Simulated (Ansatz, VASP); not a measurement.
Cs: VASP beside Ansatz

File INCAR:

```
SYSTEM = Cs
ALGO = Fast
EDIFF = 1E-7
ENCUT = 520
ISIF = 2
ISMEAR = 0
LASPH = .True.
LCHARG = .False.
LREAL = .False.
LWAVE = .False.
NBANDS = 10
NELM = 100
PREC = Accurate
SIGMA = 0.15
```

The input KPOINTS:

```
k-points
0
Gamma
  10 10 10
  0 0 0
```

The input POSCAR:

```
Cs
1.0
    0.0369169392      3.9483357400      3.9483357400
    3.9852526792      0.0000000000      3.9852526792
    3.9483357400      3.9483357400      0.0369169392
Cs
1
Direct
    0.0000000000      0.0000000000      0.0000000000
```

Input for Ansatz:

```yaml
crystal:
  lattice:
    - [0.0369169392, 3.94833574, 3.94833574]
    - [3.9852526792, 0.0, 3.9852526792]
    - [3.94833574, 3.94833574, 0.0369169392]
  atoms:
    - { symbol: Cs, position: [0.0, 0.0, 0.0] }
basis:
  ecutwfc: 420
kpoints:
  mp_grid: { grid: [10, 10, 10] }
hamiltonian:
  xc: lda
scf:
  occupations: { method: gaussian, width: 0.15 }
output:
  forces: true
  stress: true
  eigenvalues: true
```

Change from the starting cell: strain +0.0187 x Voigt [0, 0, 0, 0, 1, 0], atoms carried along.

Alike in both runs: task single point; functional LDA; k mesh 10 × 10 × 10; occupations gaussian, width 0.15 eV; no spin polarisation.

|  | VASP | Ansatz |
| --- | --- | --- |
| version | VASP 6.6.1 | Ansatz 0.2.0 |
| potentials or method | VASP PAW LDA potentials, release 64 (Cs_sv), cutoff 520 eV | scalar-relativistic, plane waves, PAW |
| valence electrons in the cell | 9 | 9 |

```csv
,VASP,Ansatz,Ansatz less VASP
gap on the k mesh at the Fermi level (eV),none,none,-
pressure (GPa),-0.4,-0.4,+0.01
```

LDA's correlation is that of Perdew and Zunger in VASP and of Perdew and Wang (1992) in Ansatz. A gap of «none» marks a metal or a gap that the smearing closes.

Neither program's run includes spin-orbit coupling.
